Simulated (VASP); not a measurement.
Here is a VASP 6.6.1 calculation.

INCAR

```
SYSTEM = TlBr
  PREC = Accurate
  ENCUT = 500
  EDIFF = 1E-6
  ISMEAR = -1
  SIGMA = 0.1
  LREAL = .False.
  LASPH = .True.
  NELM = 200
  ALGO = Normal
  ISIF = 2
  LWAVE = .False.
  LCHARG = .False.
  LNONCOLLINEAR = .True.
  MAGMOM = 0 0 0 0 0 0
  LORBIT = 11
  LSORBIT = .True.
  GGA_COMPAT = .False.
  LORBMOM = .True.
  GGA = PE
  NBANDS = 32
```

The input KPOINTS:

```
regular mesh
0
Gamma
  7 7 7
  0 0 0
```

The input POSCAR:

```
TlBr
1.0
    3.9728360000      0.0000000000      0.0000000000
    0.0000000000      3.9728360000      0.0000000000
    0.0000000000      0.0000000000      3.9728360000
Tl Br
1 1
Direct
    0.0000000000      0.0000000000      0.0000000000
    0.5000000000      0.5000000000      0.5000000000
```

Potentials or basis: VASP PAW PBE potentials, release 64 (Tl_d, Br).

The run is started by

```sh
$ cat potpaw_PBE.64/Tl_d/POTCAR potpaw_PBE.64/Br/POTCAR > POTCAR
$ mpirun -np 1 vasp_ncl > vasp.out
```

(1) Estimate the pressure.

(2) Estimate the net moment.

Answers

(1) 1.2 GPa.

(2) 0.00 μB per cell.
